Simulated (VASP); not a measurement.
# Ir (P6/mmm) in VASP: notebook

Runs on Ir. Level: r2SCAN. Tasks: single point.

Program: VASP 6.6.1. These are calculated values, not measurements. Logs are shortened: lines on timing, memory, paths and dates and some standing lists are left out, and cuts for length are marked.

## Step 1: The cell of the first run

It takes space group P6/mmm (No. 191, hexagonal). The conventional cell has a = 4.290 Å, b = 4.290 Å, c = 2.649 Å, α = 90.00°, β = 90.00°, γ = 120.00°. Ir (site symmetry 6/mmm) has 14 Ir at 2.65 to 2.81 Å within 3.5 Å. Ir (site symmetry -6m2) has 11 Ir at 2.48 to 2.81 Å within 3.3 Å.

## Step 2: Single point, r2SCAN (volume scaled by 0.96)

POSCAR reads:

```
Ir
1.0
    4.2897947663      0.0000000000      0.0000000000
   -2.1448973831      3.7150712447      0.0000000000
    0.0000000000      0.0000000000      2.6493992814
Ir
3
Direct
    1.0000000000      1.0000000000      0.0000000000
    0.3333333333      0.6666666667      0.5000000000
    0.6666666667      0.3333333333      0.5000000000
```

INCAR.step1 reads:

```
PREC = Accurate
ENCUT = 520
ISMEAR = -1
SIGMA = 0.1
LREAL = F
LASPH = T
NELM = 60
NBANDS = 20
GGA = PE
ALGO = Normal
EDIFF = 1E-4
LWAVE = T
LCHARG = F
```

INCAR.step2 reads:

```
PREC = Accurate
ENCUT = 520
EDIFF = 1E-6
ISMEAR = -1
SIGMA = 0.1
LREAL = F
LASPH = T
NELM = 60
ALGO = Normal
ISIF = 2
LWAVE = F
LCHARG = T
METAGGA = R2SCAN
LMIXTAU = T
LELF = T
LVHAR = T
NBANDS = 20
ISTART = 1
```

KPOINTS reads:

```
regular mesh
0
Gamma
  10 10 13
```

Potentials or basis: VASP PAW PBE potentials, release 64 (Ir).

Run with:

```bash
$ cat potpaw_PBE.64/Ir/POTCAR > POTCAR
$ cp INCAR.step1 INCAR
$ mpirun -np 1 vasp_std > vasp.out
$ cp INCAR.step2 INCAR
$ mpirun -np 1 vasp_std > vasp.out
```

OUTCAR:

```text
PREC = Accurate
   ENCUT = 520
   EDIFF = 1E-6
   ISMEAR = -1
   LREAL = F
   LASPH = T
   NELM = 60
   ISIF = 2
   METAGGA = R2SCAN
   ISTART = 1

 ion  position               nearest neighbor table
   1  0.000  0.000  0.000-   2 2.81   3 2.81   2 2.81   3 2.81   3 2.81   3 2.81   2 2.81   2 2.81
                             3 2.81   3 2.81   2 2.81   2 2.81
   2  0.333  0.667  0.500-   3 2.48   3 2.48   3 2.48   1 2.81   1 2.81   1 2.81   1 2.81   1 2.81
                             1 2.81
   3  0.667  0.333  0.500-   2 2.48   2 2.48   2 2.48   1 2.81   1 2.81   1 2.81   1 2.81   1 2.81
                             1 2.81

  LATTYP: Found a hexagonal cell.
 ALAT       =     4.2897947663
 C/A-ratio  =     0.6176051363

  Lattice vectors:

 A1 = (   4.2897947663,   0.0000000000,   0.0000000000)
 A2 = (  -2.1448973831,   3.7150712447,   0.0000000000)
 A3 = (   0.0000000000,   0.0000000000,   2.6493992814)

Analysis of symmetry for initial positions (statically):
=====================================================================
 Subroutine PRICEL returns:
 Original cell was already a primitive cell.

 Routine SETGRP: Setting up the symmetry group for a
 hexagonal supercell.

 Subroutine GETGRP returns: Found 24 space group operations
 (whereof 24 operations were pure point group operations)
 out of a pool of 24 trial point group operations.

The static configuration has the point symmetry D_6h.

Analysis of symmetry for dynamics (positions and initial velocities):
=====================================================================
 Subroutine PRICEL returns:
 Original cell was already a primitive cell.

 Routine SETGRP: Setting up the symmetry group for a
 hexagonal supercell.

 Subroutine GETGRP returns: Found 24 space group operations
 (whereof 24 operations were pure point group operations)
 out of a pool of 24 trial point group operations.

The dynamic configuration has the point symmetry D_6h.

 Subroutine INISYM returns: Found 24 space group operations
 (whereof 24 operations are pure point group operations),
 and found     1 'primitive' translations

----------------------------------------------------------------------------------------

                                     Primitive cell

  volume of cell :      42.2232

  direct lattice vectors                    reciprocal lattice vectors
     4.289794766  0.000000000  0.000000000     0.233111385  0.134586921  0.000000000
[... 81 lines left out ...]
   ICHARG =      0    charge: 1-file 2-atom 10-const
   ISPIN  =      1    spin polarized calculation?
   LNONCOLLINEAR =      F non collinear calculations
   LSORBIT =      F    spin-orbit coupling
   LASPH  =      T    aspherical Exc in radial PAW
   ENCUT  =  520.0 eV  38.22 Ry    6.18 a.u.   7.98  7.98  4.93*2*pi/ulx,y,z
   NELM   =     60;   NELMIN=  2; NELMDL=  0     # of ELM steps
   EDIFF  = 0.1E-05   stopping-criterion for ELM
   LREAL  =      F    real-space projection
   EDIFFG = 0.1E-04   stopping-criterion for IOM
   NSW    =      0    number of steps for IOM
   IBRION =     -1    ionic relax: 0-MD 1-quasi-New 2-CG
   NFREE  =      0    steps in history (QN), initial steepest desc. (CG)
   ISIF   =      2    stress and relaxation
   ISYM   =      2    0-nonsym 1-usesym 2-fastsym
   POTIM  = 0.5000    time-step for ionic-motion
   TEBEG  =    0.0;   TEEND  =   0.0 temperature during run
   PSTRESS=    0.0 pullay stress
   NELECT =      27.0000    total number of electrons
   NUPDOWN=      -1.0000    fix difference up-down
   EMIN   =  10.00;   EMAX   =-10.00  energy-range for DOS
   EFERMI =   0.00;   METHOD = LEGACY
   ISMEAR =    -1;   SIGMA  =   0.10  broadening in eV -4-tet -1-fermi 0-gaus
   EFERMI_NEDOS =   21; number of points for ismear=-14 and -15
   IALGO  =     38    algorithm
   IMIX   =      4    mixing-type and parameters
     AMIX     =   0.40;   BMIX     =  1.00
     AMIX_MAG =   1.60;   BMIX_MAG =  1.00
  volume/ion in A,a.u.               =      14.07        94.98
  Fermi-wavevector in a.u.,A,eV,Ry     =   1.410411  2.665291 27.065519  1.989260
  Thomas-Fermi vector in A             =   2.532368
   LORBIT       =      0    0 simple, 1 ext, 2 COOP (PROOUT), +10 PAW based schemes
   METAGGA = R2SCAN    functional components
   LHFCALC =     F    Hartree Fock is set to
   AEXX    =    0.0000 exact exchange contribution
   IVDW    =     0    specifies the selected vdW correction
   LEPSILON=     F    determine dielectric tensor
   LRPA    =     F    only Hartree local field effects (RPA)
 non-spin polarized calculation
  energy-cutoff  :      520.00
  volume of cell :       42.22
 maximum number of plane-waves:      1151
 NGX is ok and might be reduce to    32
   NGX = 15   NGY = 15   NGZ =  9

 number of electron      27.0000003 magnetization

 Free energy of the ion-electron system (eV)
  ---------------------------------------------------
  ext. energy  EPLUGINS =         0.00000000
  ---------------------------------------------------
  free energy    TOTEN  =      -155.99867614 eV

  energy without entropy =     -155.86175920  energy(sigma->0) =     -155.93021767

 E-fermi :  10.2815     XC(G=0): -15.3353

 val. band max:       10.2735282161   @ k =   0.3000   0.3000   0.0000
 cond. band min:      10.2861707231   @ k =   0.2000  -0.0000   0.2308
 fundamental gap:      0.0126425070
 Fermi energy:        10.2814565498

 k-point     1 :       0.0000    0.0000    0.0000
  band No.  band energies     occupation
      1      -1.3025      2.00000
      2       2.5012      2.00000
      3       5.0595      2.00000
      4       5.3456      2.00000
      5       5.3456      2.00000
      6       5.3487      2.00000
[... 541 lines left out ...]
     19      19.2724      0.00000
     20      24.6188      0.00000

 [... further k-points ...]
[... 5 lines left out ...]
  --------------------------------------------------------------------------------------
  -------------------------------------------------------------------------------------
  Total        5.1666624      5.1666624      4.3217071      0.0000000      0.0000000     -0.0000000
  in kB      196.0512374    196.0512374    163.9890459      0.0000000      0.0000000     -0.0000000
  external PRESSURE =     185.3638402 kB  Pullay stress =       0.0000000 kB

 VOLUME and BASIS-vectors are now :
 -----------------------------------------------------------------------------
  energy-cutoff  :      520.00
  volume of cell :       42.22
      direct lattice vectors                 reciprocal lattice vectors
     4.289794766  0.000000000  0.000000000     0.233111385  0.134586921  0.000000000
    -2.144897383  3.715071245  0.000000000     0.000000000  0.269173842  0.000000000
     0.000000000  0.000000000  2.649399281     0.000000000  0.000000000  0.377444052

 POSITION                                       TOTAL-FORCE (eV/Angst)
 -----------------------------------------------------------------------------------
      0.00000      0.00000      0.00000         0.000000      0.000000      0.000000
     -0.00000      2.47671      1.32470         0.000000     -0.000000      0.000000
      2.14490      1.23836      1.32470        -0.000000      0.000000      0.000000
 -----------------------------------------------------------------------------------
    total drift:                               -0.000000      0.000000      0.000000

  FREE ENERGIE OF THE ION-ELECTRON SYSTEM (eV)
  ---------------------------------------------------
  free  energy   TOTEN  =      -155.9986761408 eV

  energy  without entropy=     -155.8617592021  energy(sigma->0) =     -155.93021767
```

OUTCAR.step1:

```text
PREC = Accurate
   ENCUT = 520
   ISMEAR = -1
   LREAL = F
   LASPH = T
[... 780 lines left out ...]
      0.00000      0.00000      0.00000         0.000000      0.000000      0.000000
     -0.00000      2.47671      1.32470         0.000000     -0.000000      0.000000
      2.14490      1.23836      1.32470        -0.000000      0.000000     -0.000000
 -----------------------------------------------------------------------------------
    total drift:                               -0.000000      0.000000      0.000000

  FREE ENERGIE OF THE ION-ELECTRON SYSTEM (eV)
  ---------------------------------------------------
  free  energy   TOTEN  =       -25.4455889182 eV

  energy  without entropy=      -25.3033473239  energy(sigma->0) =      -25.37446812
```

OSZICAR.step1:

```text
N       E                     dE             d eps       ncg     rms          rms(c)
DAV:   1     0.268401210925E+03    0.26840E+03   -0.12060E+04  3928   0.132E+03
DAV:   2    -0.150966463474E+02   -0.28350E+03   -0.26839E+03  3928   0.399E+02
DAV:   3    -0.267021377242E+02   -0.11605E+02   -0.10908E+02  4744   0.913E+01
DAV:   4    -0.269518448171E+02   -0.24971E+00   -0.24706E+00  4444   0.121E+01
DAV:   5    -0.269570374470E+02   -0.51926E-02   -0.51907E-02  4496   0.170E+00    0.283E+01
DAV:   6    -0.257526123595E+02    0.12044E+01   -0.22403E+00  4468   0.163E+01    0.127E+01
DAV:   7    -0.259975344619E+02   -0.24492E+00   -0.43155E+00  5512   0.221E+01    0.780E+00
DAV:   8    -0.254560600944E+02    0.54147E+00   -0.27396E+00  5524   0.158E+01    0.182E+00
DAV:   9    -0.254456819370E+02    0.10378E-01   -0.44663E-02  4180   0.210E+00    0.407E-01
DAV:  10    -0.254455769390E+02    0.10500E-03   -0.10433E-03  5040   0.317E-01    0.431E-02
DAV:  11    -0.254455889182E+02   -0.11979E-04   -0.29205E-05  2356   0.534E-02
   1 F= -.25445589E+02 E0= -.25374468E+02  d E =-.142242E+00
```

It took 85 s on 1 thread of Intel Xeon 6975P-C (Granite Rapids), shared host; peak memory 0.2 GiB.

Results:

```
Free energy : -155.9987 eV
Pressure    : 18.5 GPa
```

Caveat: the cell differs from its parent crystal (volume scaled by 0.96); the PAW data sets were made with another functional, which shifts forces and pressure a little; spin-orbit coupling is left out, which moves the levels of the heavy elements.

## Step 3: Single point, r2SCAN

This run uses another cell than the first one, of 14.66 Å³/atom, 1.042 times its volume.

POSCAR reads:

```
Ir
1.0
    4.3485663814      0.0000000000      0.0000000000
   -2.1742831907      3.7659689563      0.0000000000
    0.0000000000      0.0000000000      2.6856969328
Ir
3
Direct
    1.0000000000      1.0000000000      0.0000000000
    0.3333333333      0.6666666667      0.5000000000
    0.6666666667      0.3333333333      0.5000000000
```

INCAR.step1 reads:

```
SYSTEM = Ir
PREC = Accurate
ENCUT = 520
ISMEAR = -1
SIGMA = 0.1
LREAL = .False.
LASPH = .True.
NELM = 80
NBANDS = 20
GGA = PE
ALGO = Normal
EDIFF = 1E-4
LWAVE = .True.
LCHARG = .False.
```

INCAR.step2 reads:

```
SYSTEM = Ir
PREC = Accurate
ENCUT = 520
EDIFF = 1E-6
ISMEAR = -1
SIGMA = 0.1
LREAL = .False.
LASPH = .True.
NELM = 80
ALGO = Normal
ISIF = 2
LWAVE = .False.
LCHARG = .False.
METAGGA = R2SCAN
LMIXTAU = .True.
NBANDS = 20
ISTART = 1
```

KPOINTS reads:

```
regular mesh
0
Gamma
  10 10 13
  0 0 0
```

Potentials or basis: VASP PAW PBE potentials, release 64 (Ir).

Run with:

```bash
$ cat potpaw_PBE.64/Ir/POTCAR > POTCAR
$ cp INCAR.step1 INCAR
$ mpirun -np 1 vasp_std > vasp.out
$ cp INCAR.step2 INCAR
$ mpirun -np 1 vasp_std > vasp.out
```

It took 1.7 min on 1 thread of Intel Xeon 6975P-C (Granite Rapids), shared host; peak memory 0.2 GiB.

Results (log left out):

| Item | Value |
| --- | --- |
| Free energy | -156.1097 eV |
| Pressure | 2.3 GPa |

Stress tensor (GPa, compression positive):
```
2.75 0.00 0.00
0.00 2.75 0.00
0.00 0.00 1.35
```

Levels at points of the mesh, in eV from the Fermi level:
| k point | band 10 | band 11 | band 12 | band 13 | band 14 | band 15 | band 16 | band 17 | band 18 | band 19 |
| --- | --- | --- | --- | --- | --- | --- | --- | --- | --- | --- |
| (0.00, 0.00, 0.00) | -3.13 | -2.15 | -2.15 | -2.08 | -2.08 | 1.18 | 1.18 | 6.49 | 7.86 | 8.81 |
| (0.50, 0.00, 0.00) | -1.88 | -1.84 | -0.55 | -0.16 | 0.21 | 0.23 | 0.29 | 0.45 | 1.30 | 7.96 |

Caveat: the PAW data sets were made with another functional, which shifts forces and pressure a little; spin-orbit coupling is left out, which moves the levels of the heavy elements.

(Part 1 of 2 ends here.)
